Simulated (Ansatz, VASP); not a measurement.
**SrO: VASP beside Ansatz**

INCAR

```
PREC = Accurate
ENCUT = 1340
EDIFF = 1E-6
ISMEAR = 0
SIGMA = 0.05
LREAL = F
LASPH = T
NELM = 120
ALGO = Normal
ISIF = 2
LWAVE = F
LCHARG = T
GGA = CA
LELF = T
LVHAR = T
NBANDS = 15
GGA_COMPAT = F
```

Contents of KPOINTS:

```
Automatic mesh
0
Gamma
  8 8 8
```

The input POSCAR:

```
SrO
1.0
    0.0000000000      2.4413100000      2.5055550000
    2.4413100000      0.0000000000      2.5055550000
    2.4413100000      2.4413100000      0.0000000000
Sr O
1 1
Direct
    0.0000000000      0.0000000000      0.0000000000
    0.5000000000      0.5000000000      0.5000000000
```

Input for Ansatz:

```yaml
crystal:
  lattice:
    - [0.0, 2.44131, 2.505555]
    - [2.44131, 0.0, 2.505555]
    - [2.44131, 2.44131, 0.0]
  atoms:
    - { symbol: Sr, position: [0.0, 0.0, 0.0] }
    - { symbol: O, position: [0.5, 0.5, 0.5] }
basis:
  ecutwfc: 420
kpoints:
  mp_grid: { grid: [8, 8, 8] }
hamiltonian:
  xc: lda
scf:
  occupations: { method: gaussian, width: 0.05 }
output:
  forces: true
  stress: true
  eigenvalues: true
```

Change from the starting cell: strain -0.050 along x and y, -0.025 along z, atoms carried along.

Alike in both runs: task single point; functional LDA; k mesh 8 × 8 × 8; occupations gaussian, width 0.05 eV; no spin polarisation.

|  | VASP | Ansatz |
| --- | --- | --- |
| version | VASP 6.6.1 | Ansatz 0.2.0 |
| potentials or method | VASP PAW LDA potentials, release 64 (Sr_sv, O_h), cutoff 1340 eV | scalar-relativistic, plane waves, PAW |
| valence electrons in the cell | 16 | 16 |

Ansatz gave:

| Quantity | Value |
| --- | --- |
| gap on the k mesh at the Fermi level (eV) | 2.88 |
| least direct gap on the mesh (eV) | 2.88 |
| pressure (GPa) | 10.7 |
| traceless stress, the component that is largest in VASP (GPa) | -4.03 |

Question: Which values does VASP return?

Answer: gap on the k mesh at the Fermi level (eV): 2.83; least direct gap on the mesh (eV): 2.83; pressure (GPa): 11.8; traceless stress, the component that is largest in VASP (GPa): -4.28.

LDA's correlation is that of Perdew and Zunger in VASP and of Perdew and Wang (1992) in Ansatz.
